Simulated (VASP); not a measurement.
# Au (I4/mmm) in VASP: further runs, part 2 of 2

VASP 6.6.1. Earlier steps stand in the parts before.

## Step 3: Single point, PBEsol (strain +0.025 along x and y, -0.050 along z)

INCAR

```
ALGO     = Fast           # electronic algorithm
EDIFF    = 1E-6           # SCF threshold, eV
ENCUT    = 520            # plane-wave cutoff, eV
GGA      = PS             # functional
ISIF     = 2              # what is computed and relaxed
ISMEAR   = 0              # smearing method
LASPH    = True           # aspherical terms in the spheres
LCHARG   = True           # write CHGCAR
LELF     = True           # ELF
LREAL    = False          # projectors in reciprocal space
LVHAR    = True         
LWAVE    = False          # write WAVECAR
NBANDS   = 12             # bands
NELM     = 80             # most SCF steps
PREC     = Accurate       # precision mode
SIGMA    = 0.15           # smearing width, eV
```

KPOINTS

```
k-points
0
Gamma
  26 26 26
```

POSCAR

```
Au
1.0
   -1.6616002293      1.6616002293      1.5400197247
    1.6616002293     -1.6616002293      1.5400197247
    1.6616002293      1.6616002293     -1.5400197247
Au
1
Direct
    0.0000000000      0.0000000000      0.0000000000
```

Potentials or basis: VASP PAW PBE potentials, release 64 (Au).

Command:

```bash
$ cat potpaw_PBE.64/Au/POTCAR > POTCAR
$ mpirun -np 1 vasp_std > vasp.out
```

OUTCAR:

```text
EDIFF = 1E-6
   ENCUT = 520
   GGA = PS
   ISIF = 2
   ISMEAR = 0
   LASPH = True
   LREAL = False
   NELM = 80
   PREC = Accurate

 ion  position               nearest neighbor table
   1  0.000  0.000  0.000-

  LATTYP: Found a body centered tetragonal cell.
 ALAT       =     3.3232004586
 C/A-ratio  =     0.9268292683

  Lattice vectors:

 A1 = (  -1.6616002293,   1.6616002293,   1.5400197247)
 A2 = (   1.6616002293,  -1.6616002293,   1.5400197247)
 A3 = (   1.6616002293,   1.6616002293,  -1.5400197247)

Analysis of symmetry for initial positions (statically):
=====================================================================
 Subroutine PRICEL returns:
 Original cell was already a primitive cell.

 Routine SETGRP: Setting up the symmetry group for a
 body centered tetragonal supercell.

 Subroutine GETGRP returns: Found 16 space group operations
 (whereof 16 operations were pure point group operations)
 out of a pool of 16 trial point group operations.

The static configuration has the point symmetry D_4h.

Analysis of symmetry for dynamics (positions and initial velocities):
=====================================================================
 Subroutine PRICEL returns:
 Original cell was already a primitive cell.

 Routine SETGRP: Setting up the symmetry group for a
 body centered tetragonal supercell.

 Subroutine GETGRP returns: Found 16 space group operations
 (whereof 16 operations were pure point group operations)
 out of a pool of 16 trial point group operations.

The dynamic configuration has the point symmetry D_4h.

 Subroutine INISYM returns: Found 16 space group operations
 (whereof 16 operations are pure point group operations),
 and found     1 'primitive' translations

----------------------------------------------------------------------------------------

                                     Primitive cell

  volume of cell :      17.0075
[... 114 lines left out ...]
   AEXX    =    0.0000 exact exchange contribution
   IVDW    =     0    specifies the selected vdW correction
   LEPSILON=     F    determine dielectric tensor
   LRPA    =     F    only Hartree local field effects (RPA)
 non-spin polarized calculation
 RMM-DIIS sequential band-by-band and
 Gauss-broadening in eV      SIGMA  =   0.15
  energy-cutoff  :      520.00
  volume of cell :       17.01
 maximum number of plane-waves:       472
 NGX is ok and might be reduce to    24
   NGX = 11   NGY = 11   NGZ = 11

 number of electron      10.9999999 magnetization

 Free energy of the ion-electron system (eV)
  ---------------------------------------------------
  ext. energy  EPLUGINS =         0.00000000
  ---------------------------------------------------
  free energy    TOTEN  =        -3.90639432 eV

  energy without entropy =       -3.90392939  energy(sigma->0) =       -3.90516185

 E-fermi :   9.3086     XC(G=0): -12.8977

 val. band max:        9.3009818720   @ k =  -0.2308   0.4231   0.1923
 cond. band min:       9.3115552960   @ k =  -0.3846   0.4615   0.1154
 fundamental gap:      0.0105734240
 Fermi energy:         9.3086079769

 k-point     1 :       0.0000    0.0000    0.0000
  band No.  band energies     occupation
      1      -0.6206      2.00000
      2       4.1218      2.00000
      3       4.6532      2.00000
      4       4.6532      2.00000
      5       6.0266      2.00000
      6       6.6697      2.00000
      7      25.3383      0.00000
      8      25.3383      0.00000
      9      26.8260      0.00000
     10      32.8881      0.00000
     11      32.8882      0.00000
     12      34.2864      0.00000
[... 331 lines left out ...]
 k-point    24 :       0.3846    0.0385    0.0000
  band No.  band energies     occupation
      1       2.1178      2.00000
      2       3.2790      2.00000
      3       6.1086      2.00000
      4       6.7837      2.00000
      5       7.0202      2.00000
      6       7.8255      2.00000
      7      15.3886      0.00000
      8      21.7794      0.00000
      9      23.3382      0.00000
     10      30.1801      0.00000
     11      30.7189      0.00000
     12      32.7603      0.00000

 [... further k-points ...]

------------------------ aborting loop because EDIFF is reached ----------------------------------------

  FORCE on cell =-STRESS in cart. coord.  units (eV):
  Direction    XX          YY          ZZ          XY          YZ          ZX
  --------------------------------------------------------------------------------------
  -------------------------------------------------------------------------------------
  Total        0.0586403      0.0586403     -0.0031811      0.0000000     -0.0000000      0.0000000
  in kB        5.5241762      5.5241762     -0.2996693      0.0000000     -0.0000000      0.0000000
  external PRESSURE =       3.5828944 kB  Pullay stress =       0.0000000 kB

 VOLUME and BASIS-vectors are now :
 -----------------------------------------------------------------------------
  energy-cutoff  :      520.00
  volume of cell :       17.01
      direct lattice vectors                 reciprocal lattice vectors
    -1.661600229  1.661600229  1.540019725     0.000000000  0.300914739  0.324671166
     1.661600229 -1.661600229  1.540019725     0.300914739  0.000000000  0.324671166
     1.661600229  1.661600229 -1.540019725     0.300914739  0.300914739  0.000000000

 POSITION                                       TOTAL-FORCE (eV/Angst)
 -----------------------------------------------------------------------------------
      0.00000      0.00000      0.00000        -0.000000      0.000000      0.000000
 -----------------------------------------------------------------------------------
    total drift:                               -0.000000      0.000000     -0.000000

  FREE ENERGIE OF THE ION-ELECTRON SYSTEM (eV)
  ---------------------------------------------------
  free  energy   TOTEN  =        -3.9063943204 eV

  energy  without entropy=       -3.9039293889  energy(sigma->0) =       -3.90516185
```

Run time: 4.3 min. Hardware: 1 thread of Intel Xeon 8259CL, shared host; peak memory 0.37 GiB.

Results:

- Free energy: -3.9064 eV
- Pressure: 0.4 GPa
- Band gap on the k mesh: zero (an odd number of electrons rules out a gap without spin polarisation)

Stress tensor (GPa, compression positive):
```
 0.55  0.00  0.00
 0.00  0.55  0.00
 0.00  0.00 -0.03
```

Levels at points of the mesh, in eV from the Fermi level:
```
           k point  band 4  band 5  band 6  band 7  band 8  band 9
(0.00, 0.00, 0.00)   -4.66   -3.28   -2.64   16.03   16.03   17.52
(0.50, 0.00, 0.00)   -2.40   -1.35   -0.53    3.82   12.03   13.34
(0.50, 0.50, 0.00)   -2.88   -1.43   -0.99    3.17   13.10   15.15
(0.50, 0.50, 0.50)   -1.79   -1.62    5.54    5.54    7.81    9.52
```

Caveat: the cell differs from its parent crystal (strain +0.025 along x and y, -0.050 along z); the PAW data sets were made with another functional, which shifts forces and pressure a little; spin-orbit coupling is left out, which moves the levels of the heavy elements.
